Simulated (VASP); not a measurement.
The system is ScAl3As4.

```
CELL_PARAMETERS angstrom
5.51345 0.00000 0.00000
0.00000 5.51345 0.00000
0.00000 0.00000 5.51345
ATOMIC_POSITIONS crystal
Sc 0.50000 0.50000 0.50000
Al 0.00000 0.50000 0.50000
Al 0.50000 0.00000 0.50000
Al 0.50000 0.50000 0.00000
As 0.25540 0.25540 0.25540
As 0.25540 0.74460 0.74460
As 0.74460 0.74460 0.25540
As 0.74460 0.25540 0.74460
```

The cell was generated, and may not be a known phase.

- Program: VASP 6.6.1
- Task: relaxation of cell and atoms
- Functional: PBE
- Potentials or basis: VASP PAW PBE potentials, release 64 (Sc_sv, Al, As)
- Cutoff: 500 eV
- k mesh: 3 × 3 × 3
- Occupations: gaussian, width 0.2 eV
- Spin: no spin polarisation

At the start: pressure 22.9 GPa; volume 20.95 Å³/atom.

Task: How do energy, volume and symmetry change on relaxing?

Result: Over 7 steps the energy falls by 395.3 meV/atom and the volume is 25.08 Å³/atom (+19.7 %); space group P-43m (No. 215, to 0.1 Å) before and after.

The path:
```
step  energy change (eV)  largest force (eV/Å)  pressure (GPa)  volume (Å³)
   1              0.0000                4.3064           22.95       167.60
   2             -1.2577                1.6560           -8.68       251.43
   3             -3.1397                0.0844           -0.89       207.52
   4             -3.1437                0.1626           -0.49       206.25
   5             -3.1439                0.2148           -0.22       205.42
   6             -3.1519                0.1748           -0.11       204.23
   7             -3.1623                0.0562            0.25       200.67
```

Final structure:
```cif
data_structure
_symmetry_space_group_name_H-M 'P 1'
_symmetry_Int_Tables_number 1
_cell_length_a 5.8546
_cell_length_b 5.8546
_cell_length_c 5.8546
_cell_angle_alpha 90.000
_cell_angle_beta 90.000
_cell_angle_gamma 90.000
_cell_volume 200.67
loop_
_atom_site_label
_atom_site_type_symbol
_atom_site_fract_x
_atom_site_fract_y
_atom_site_fract_z
_atom_site_occupancy
Sc1 Sc 0.50000 0.50000 0.50000 1
Al1 Al 0.00000 0.50000 0.50000 1
Al2 Al 0.50000 0.00000 0.50000 1
Al3 Al 0.50000 0.50000 0.00000 1
As1 As 0.24007 0.24007 0.24007 1
As2 As 0.24007 0.75993 0.75993 1
As3 As 0.75993 0.75993 0.24007 1
As4 As 0.75993 0.24007 0.75993 1
```

Caveat: the volume moved by over 15 % at a fixed basis, so the end points are rough; the relaxation stopped at a loose force limit of 0.08 eV/Å, so its end isn't a converged minimum.
